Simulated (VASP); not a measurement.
# CsO (Immm) in VASP: further runs

CsO is run at these levels: LDA; tasks: single point.

Program: VASP 6.6.1. These are calculated values, not measurements. Logs are shortened: lines on timing, memory, paths and dates and some standing lists are left out, and cuts for length are marked.

**1. The cell of the first run**

The structure is orthorhombic, space group Immm (No. 71). The conventional cell has a = 4.214 Å, b = 6.269 Å, c = 7.329 Å, α = 90.00°, β = 90.00°, γ = 90.00°. Cs (site symmetry mm2) has 6 O at 2.89 to 3.01 Å and 6 Cs at 3.66 to 3.78 Å within 3.8 Å. Within 2.0 Å of O (site symmetry m2m) lie 1 O at 1.50 Å.

**2. Single point, LDA (strain -0.025 along x and y, -0.025 along z)**

The input, INCAR:

```
SYSTEM = CsO
ALGO = Normal
EDIFF = 1E-6
ENCUT = 520
ISIF = 2
ISMEAR = 0
LASPH = .TRUE.
LCHARG = .TRUE.
LELF = .TRUE.
LREAL = .FALSE.
LVHAR = .TRUE.
LWAVE = .FALSE.
NBANDS = 23
NELM = 80
PREC = Accurate
SIGMA = 0.05
```

The input, KPOINTS:

```
k-points
0
G
  8 8 8
  0 0 0
```

The input, POSCAR:

```
CsO
1.0
   -2.1069750000      3.1346250000      3.6645375000
    2.1069750000     -3.1346250000      3.6645375000
    2.1069750000      3.1346250000     -3.6645375000
Cs O
2 2
Direct
    0.2500000000      0.2500000000      0.0000000000
    0.7500000000      0.7500000000      0.0000000000
    0.6200000000      0.0000000000      0.6200000000
    0.3800000000      0.0000000000      0.3800000000
```

Potentials or basis: VASP PAW LDA potentials, release 64 (Cs_sv, O).

Started as:

```sh
> cat potpaw_LDA.64/Cs_sv/POTCAR potpaw_LDA.64/O/POTCAR > POTCAR
> mpirun -np 1 vasp_std > vasp.out
```

OUTCAR:

```text
SYSTEM = CsO
   EDIFF = 1E-6
   ENCUT = 520
   ISIF = 2
   ISMEAR = 0
   LASPH = .TRUE.
   LREAL = .FALSE.
   NELM = 80
   PREC = Accurate

 ion  position               nearest neighbor table
   1  0.250  0.250  0.000-
   2  0.750  0.750  0.000-
   3  0.620  0.000  0.620-   4 1.50
   4  0.380  0.000  0.380-   3 1.50

  LATTYP: Found a body centered orthorhombic cell.
 ALAT       =     4.2139500000
 B/A-ratio  =     1.4877371587
 C/A-ratio  =     1.7392410921

  Lattice vectors:

 A1 = (  -2.1069750000,   3.1346250000,   3.6645375000)
 A2 = (   2.1069750000,  -3.1346250000,   3.6645375000)
 A3 = (   2.1069750000,   3.1346250000,  -3.6645375000)

Analysis of symmetry for initial positions (statically):
=====================================================================
 Subroutine PRICEL returns:
 Original cell was already a primitive cell.

 Routine SETGRP: Setting up the symmetry group for a
 body centered orthorhombic supercell.

 Subroutine GETGRP returns: Found  8 space group operations
 (whereof  8 operations were pure point group operations)
 out of a pool of  8 trial point group operations.

The static configuration has the point symmetry D_2h.

Analysis of symmetry for dynamics (positions and initial velocities):
=====================================================================
 Subroutine PRICEL returns:
 Original cell was already a primitive cell.

 Routine SETGRP: Setting up the symmetry group for a
 body centered orthorhombic supercell.

 Subroutine GETGRP returns: Found  8 space group operations
 (whereof  8 operations were pure point group operations)
 out of a pool of  8 trial point group operations.

The dynamic configuration has the point symmetry D_2h.

 Subroutine INISYM returns: Found  8 space group operations
 (whereof  8 operations are pure point group operations),
 and found     1 'primitive' translations

----------------------------------------------------------------------------------------

                                     Primitive cell

  volume of cell :      96.8109

  direct lattice vectors                    reciprocal lattice vectors
    -2.106975000  3.134625000  3.664537500     0.000000000  0.159508713  0.136442866
     2.106975000 -3.134625000  3.664537500     0.237307040  0.000000000  0.136442866
     2.106975000  3.134625000 -3.664537500     0.237307040  0.159508713  0.000000000

  length of vectors
     5.262513908  5.262513908  5.262513908     0.209903991  0.273735798  0.285932965

  position of ions in fractional coordinates (direct lattice)
     0.250000000  0.250000000  0.000000000
     0.750000000  0.750000000  0.000000000
     0.620000000  0.000000000  0.620000000
     0.380000000  0.000000000  0.380000000

  ion indices of the primitive-cell ions
   primitive index   ion index
                 1           1
                 2           2
                 3           3
                 4           4

----------------------------------------------------------------------------------------

 KPOINTS: k-points

Automatic generation of k-mesh.
 Grid dimensions read from file:
 generate k-points for:    8    8    8

 Generating k-lattice:

  Cartesian coordinates                     Fractional coordinates (reciprocal lattice)
     0.000000000  0.019938589  0.017055358     0.125000000  0.000000000 -0.000000000
     0.029663380  0.000000000  0.017055358     0.000000000  0.125000000 -0.000000000
     0.029663380  0.019938589  0.000000000     0.000000000  0.000000000  0.125000000

  Length of vectors
     0.026237999  0.034216975  0.035741621

  Shift w.r.t. Gamma in fractional coordinates (k-lattice)
     0.000000000  0.000000000  0.000000000

 Subroutine IBZKPT returns following result:
 ===========================================

 Found     95 irreducible k-points:

 Following reciprocal coordinates:
            Coordinates               Weight
  0.000000  0.000000  0.000000      1.000000
  0.125000 -0.000000  0.000000      4.000000
  0.250000 -0.000000  0.000000      4.000000
  0.375000 -0.000000  0.000000      4.000000
  0.500000 -0.000000  0.000000      2.000000
 -0.000000  0.125000  0.000000      4.000000
[... 16 lines left out ...]
  0.125000  0.375000  0.000000      8.000000
  0.250000  0.375000  0.000000      8.000000
 [... further k-points ...]
   k-points           NKPTS =     95   k-points in BZ     NKDIM =     95   number of bands    NBANDS=     23
   number of dos      NEDOS =    301   number of ions     NIONS =      4
   total plane-waves  NPLWV =  64000
   dimension x,y,z NGX =    40 NGY =   40 NGZ =   40
   dimension x,y,z NGXF=    80 NGYF=   80 NGZF=   80
   ions per type =               2   2
   NGX,Y,Z   is equivalent  to a cutoff of  12.64, 12.64, 12.64 a.u.
   NGXF,Y,Z  is equivalent  to a cutoff of  25.27, 25.27, 25.27 a.u.
 SYSTEM =  CsO
   PREC   = accura    normal or accurate (medium, high low for compatibility)
   ISTART =      0    job   : 0-new  1-cont  2-samecut
   ICHARG =      2    charge: 1-file 2-atom 10-const
   ISPIN  =      1    spin polarized calculation?
   LNONCOLLINEAR =      F non collinear calculations
   LSORBIT =      F    spin-orbit coupling
   LASPH  =      T    aspherical Exc in radial PAW
   ENCUT  =  520.0 eV  38.22 Ry    6.18 a.u.   9.78  9.78  9.78*2*pi/ulx,y,z
   NELM   =     80;   NELMIN=  2; NELMDL= -5     # of ELM steps
   EDIFF  = 0.1E-05   stopping-criterion for ELM
   LREAL  =      F    real-space projection
   EDIFFG = 0.1E-04   stopping-criterion for IOM
   NSW    =      0    number of steps for IOM
   IBRION =     -1    ionic relax: 0-MD 1-quasi-New 2-CG
   NFREE  =      0    steps in history (QN), initial steepest desc. (CG)
   ISIF   =      2    stress and relaxation
   ISYM   =      2    0-nonsym 1-usesym 2-fastsym
   POTIM  = 0.5000    time-step for ionic-motion
   TEBEG  =    0.0;   TEEND  =   0.0 temperature during run
   PSTRESS=    0.0 pullay stress
   NELECT =      30.0000    total number of electrons
   NUPDOWN=      -1.0000    fix difference up-down
   EMIN   =  10.00;   EMAX   =-10.00  energy-range for DOS
   EFERMI =   0.00;   METHOD = LEGACY
   ISMEAR =     0;   SIGMA  =   0.05  broadening in eV -4-tet -1-fermi 0-gaus
   EFERMI_NEDOS =   21; number of points for ismear=-14 and -15
   IALGO  =     38    algorithm
   IMIX   =      4    mixing-type and parameters
     AMIX     =   0.40;   BMIX     =  1.00
     AMIX_MAG =   1.60;   BMIX_MAG =  1.00
  volume/ion in A,a.u.               =      24.20       163.33
  Fermi-wavevector in a.u.,A,eV,Ry     =   1.107832  2.093499 16.698315  1.227292
  Thomas-Fermi vector in A             =   2.244351
   LORBIT       =      0    0 simple, 1 ext, 2 COOP (PROOUT), +10 PAW based schemes
   GGA     = CA    functional components
   LHFCALC =     F    Hartree Fock is set to
   AEXX    =    0.0000 exact exchange contribution
   IVDW    =     0    specifies the selected vdW correction
   LEPSILON=     F    determine dielectric tensor
   LRPA    =     F    only Hartree local field effects (RPA)
 non-spin polarized calculation
 Gauss-broadening in eV      SIGMA  =   0.05
  energy-cutoff  :      520.00
  volume of cell :       96.81
 maximum number of plane-waves:      2634
   NGX = 19   NGY = 19   NGZ = 19

 number of electron      29.9999995 magnetization

 Free energy of the ion-electron system (eV)
  ---------------------------------------------------
  ext. energy  EPLUGINS =         0.00000000
  ---------------------------------------------------
  free energy    TOTEN  =       -17.96857357 eV

  energy without entropy =      -17.96857357  energy(sigma->0) =      -17.96857357

 E-fermi :   2.8331     XC(G=0):  -9.2574

 val. band max:        2.6044946605   @ k =   0.0000   0.0000   0.0000
 cond. band min:       4.3055538184   @ k =   0.1250  -0.1250   0.1250
 fundamental gap:      1.7010591579
 Fermi energy:         2.8331084117

 k-point     1 :       0.0000    0.0000    0.0000
  band No.  band energies     occupation
      1     -19.5673      2.00000
      2     -18.6742      2.00000
      3     -17.3695      2.00000
      4     -11.6476      2.00000
      5      -6.8008      2.00000
      6      -6.5834      2.00000
[... 15 lines left out ...]
     22       9.0213      0.00000
     23       9.5158      0.00000

 k-point     2 :       0.1250   -0.0000    0.0000
  band No.  band energies     occupation
      1     -19.5341      2.00000
      2     -18.7022      2.00000
      3     -17.3862      2.00000
      4     -11.6541      2.00000
      5      -6.7341      2.00000
      6      -6.5175      2.00000
[... 15 lines left out ...]
     22       9.0058      0.00000
     23       9.4482      0.00000

 k-point     3 :       0.2500   -0.0000    0.0000
  band No.  band energies     occupation
      1     -19.4407      2.00000
      2     -18.7835      2.00000
      3     -17.4261      2.00000
      4     -11.6670      2.00000
      5      -6.5920      2.00000
      6      -6.3083      2.00000
[... 15 lines left out ...]
     22       8.9670      0.00000
     23       9.2967      0.00000

 k-point     4 :       0.3750   -0.0000    0.0000
  band No.  band energies     occupation
      1     -19.3083      2.00000
      2     -18.9047      2.00000
      3     -17.4653      2.00000
      4     -11.6761      2.00000
      5      -6.4052      2.00000
      6      -6.0609      2.00000
[... 15 lines left out ...]
     22       8.9286      0.00000
     23       9.2133      0.00000

 k-point     5 :       0.5000   -0.0000    0.0000
  band No.  band energies     occupation
      1     -19.2147      2.00000
      2     -18.9938      2.00000
      3     -17.4813      2.00000
      4     -11.6789      2.00000
      5      -6.1670      2.00000
      6      -6.1589      2.00000
[... 434 lines left out ...]
 k-point    22 :      -0.0000    0.3750    0.0000
  band No.  band energies     occupation
      1     -19.1289      2.00000
      2     -18.8075      2.00000
      3     -17.6851      2.00000
      4     -11.6805      2.00000
      5      -6.5502      2.00000
      6      -6.4420      2.00000
[... 15 lines left out ...]
     22       9.1213      0.00000
     23       9.8142      0.00000

 k-point    23 :       0.1250    0.3750    0.0000
  band No.  band energies     occupation
      1     -19.0542      2.00000
      2     -18.8609      2.00000
      3     -17.7181      2.00000
      4     -11.6862      2.00000
      5      -6.6855      2.00000
      6      -6.3195      2.00000
[... 15 lines left out ...]
     22       9.5088      0.00000
     23       9.7248      0.00000

 k-point    24 :       0.2500    0.3750    0.0000
  band No.  band energies     occupation
      1     -18.9657      2.00000
      2     -18.9255      2.00000
      3     -17.7532      2.00000
      4     -11.6750      2.00000
      5      -6.8500      2.00000
      6      -6.5739      2.00000
[... 15 lines left out ...]
     22       9.7765      0.00000
     23      10.0159      0.00000

 [... further k-points ...]

------------------------ aborting loop because EDIFF is reached ----------------------------------------

  FORCE on cell =-STRESS in cart. coord.  units (eV):
  Direction    XX          YY          ZZ          XY          YZ          ZX
  --------------------------------------------------------------------------------------
  -------------------------------------------------------------------------------------
  Total       -0.2940946     -1.0990893     -0.2727995     -0.0000000      0.0000000      0.0000000
  in kB       -4.8671363    -18.1894439     -4.5147109     -0.0000000      0.0000000      0.0000000
  external PRESSURE =      -9.1904304 kB  Pullay stress =       0.0000000 kB

 VOLUME and BASIS-vectors are now :
 -----------------------------------------------------------------------------
  energy-cutoff  :      520.00
  volume of cell :       96.81
      direct lattice vectors                 reciprocal lattice vectors
    -2.106975000  3.134625000  3.664537500     0.000000000  0.159508713  0.136442866
     2.106975000 -3.134625000  3.664537500     0.237307040  0.000000000  0.136442866
     2.106975000  3.134625000 -3.664537500     0.237307040  0.159508713  0.000000000

 POSITION                                       TOTAL-FORCE (eV/Angst)
 -----------------------------------------------------------------------------------
      0.00000      0.00000      1.83227         0.000000     -0.000000      0.074739
      0.00000      0.00000      5.49681        -0.000000      0.000000     -0.074739
      0.00000      3.88693      0.00000        -0.000000     -0.563453     -0.000000
      0.00000      2.38232      0.00000         0.000000      0.563453      0.000000
 -----------------------------------------------------------------------------------
    total drift:                               -0.000000     -0.000000      0.000000

  FREE ENERGIE OF THE ION-ELECTRON SYSTEM (eV)
  ---------------------------------------------------
  free  energy   TOTEN  =       -17.9685735702 eV

  energy  without entropy=      -17.9685735702  energy(sigma->0) =      -17.96857357
```

Run time: 2.3 min. Hardware: 1 thread of AMD EPYC 9R45 (Zen 5), shared host; peak memory 0.28 GiB.

Results:

* Free energy: -17.9686 eV
* Pressure: -0.9 GPa
* Largest force: 0.563 eV/Å
* Band gap on the k mesh: 1.70 eV (least direct gap 1.87 eV)

Forces in eV/Å, atoms in the order of the input:
```
Cs   0.000  0.000  0.075
Cs   0.000  0.000 -0.075
O    0.000 -0.563  0.000
O    0.000  0.563  0.000
```

Levels at points of the mesh, in eV from the valence-band top:
| k point | band 11 | band 12 | band 13 | band 14 | band 15 | band 16 | band 17 | band 18 | band 19 | band 20 |
| --- | --- | --- | --- | --- | --- | --- | --- | --- | --- | --- |
| (0.00, 0.00, 0.00) | -5.44 | -4.00 | -3.88 | -0.89 | 0.00 | 1.89 | 2.01 | 2.83 | 4.25 | 5.33 |
| (0.50, 0.00, 0.00) | -5.28 | -3.88 | -3.71 | -0.65 | -0.56 | 2.55 | 3.69 | 3.75 | 5.34 | 5.76 |
| (0.00, 0.50, 0.00) | -5.23 | -3.52 | -3.30 | -0.96 | -0.44 | 2.87 | 3.24 | 5.07 | 5.57 | 5.66 |
| (0.50, 0.50, 0.00) | -5.31 | -3.58 | -3.41 | -0.98 | -0.85 | 2.71 | 2.98 | 3.32 | 4.56 | 5.37 |
| (0.50, 0.50, 0.50) | -5.25 | -4.11 | -3.56 | -0.78 | -0.56 | 1.90 | 3.40 | 3.90 | 4.03 | 4.82 |

Caveat: the cell differs from its parent crystal (strain -0.025 along x and y, -0.025 along z); spin-orbit coupling is left out, which moves the levels of the heavy elements. A k mesh can miss the band edges.

**3. Single point, LDA (strain -0.050 along x and y, +0.050 along z)**

The input, INCAR:

```
SYSTEM = CsO
PREC = Accurate ; ENCUT = 520
EDIFF = 1E-7 ; ISMEAR = 0
SIGMA = 0.05 ; LREAL = .False.
LASPH = .True. ; NELM = 80
ALGO = Normal ; ISIF = 2
LWAVE = .False. ; LCHARG = .False.
NBANDS = 23
```

The input, KPOINTS:

```
regular mesh
0
Gamma
  8 8 8
  0 0 0
```

The input, POSCAR:

```
CsO
1.0
   -2.0529500000      3.0542500000      3.9464250000
    2.0529500000     -3.0542500000      3.9464250000
    2.0529500000      3.0542500000     -3.9464250000
Cs O
2 2
Direct
    0.2500000000      0.2500000000      0.0000000000
    0.7500000000      0.7500000000      0.0000000000
    0.6200000000      0.0000000000      0.6200000000
    0.3800000000      0.0000000000      0.3800000000
```

Potentials or basis: VASP PAW LDA potentials, release 64 (Cs_sv, O).

Started as:

```sh
> cat potpaw_LDA.64/Cs_sv/POTCAR potpaw_LDA.64/O/POTCAR > POTCAR
> mpirun -np 1 vasp_std > vasp.out
```

Wall time 2.4 min (1 thread of AMD EPYC 9R45 (Zen 5), shared host); peak memory 0.28 GiB.

The run converged. Its results:

* Free energy: -17.8732 eV
* Pressure: -1.5 GPa
* Largest force: 0.270 eV/Å
* Band gap on the k mesh: 1.51 eV (least direct gap 1.70 eV)

Forces in eV/Å, atoms in the order of the input:
```
Cs   0.000  0.000  0.231
Cs   0.000  0.000 -0.231
O    0.000  0.270  0.000
O    0.000 -0.270  0.000
```

Stress tensor (GPa, compression positive):
```
-0.67  0.00  0.00
 0.00  0.71  0.00
 0.00  0.00 -4.57
```

Levels at points of the mesh, in eV from the valence-band top:
```csv
k point,band 11,band 12,band 13,band 14,band 15,band 16,band 17,band 18,band 19,band 20
"(0.00, 0.00, 0.00)",-5.60,-4.20,-4.07,-0.63,0.00,1.70,2.25,2.61,3.27,4.92
"(0.50, 0.00, 0.00)",-5.50,-4.10,-4.00,-0.51,-0.44,2.27,3.21,3.71,5.26,5.57
"(0.00, 0.50, 0.00)",-5.38,-3.90,-3.68,-0.91,-0.38,2.78,3.67,5.00,5.25,5.36
"(0.50, 0.50, 0.00)",-5.50,-3.87,-3.86,-0.91,-0.84,2.51,2.93,3.42,3.87,5.87
"(0.50, 0.50, 0.50)",-5.35,-4.33,-3.86,-0.85,-0.36,1.51,3.15,3.94,4.01,4.40
```

Caveat: the cell differs from its parent crystal (strain -0.050 along x and y, +0.050 along z); the stress differs along the axes, from -5 to 1 GPa; spin-orbit coupling is left out, which moves the levels of the heavy elements. A k mesh can miss the band edges.
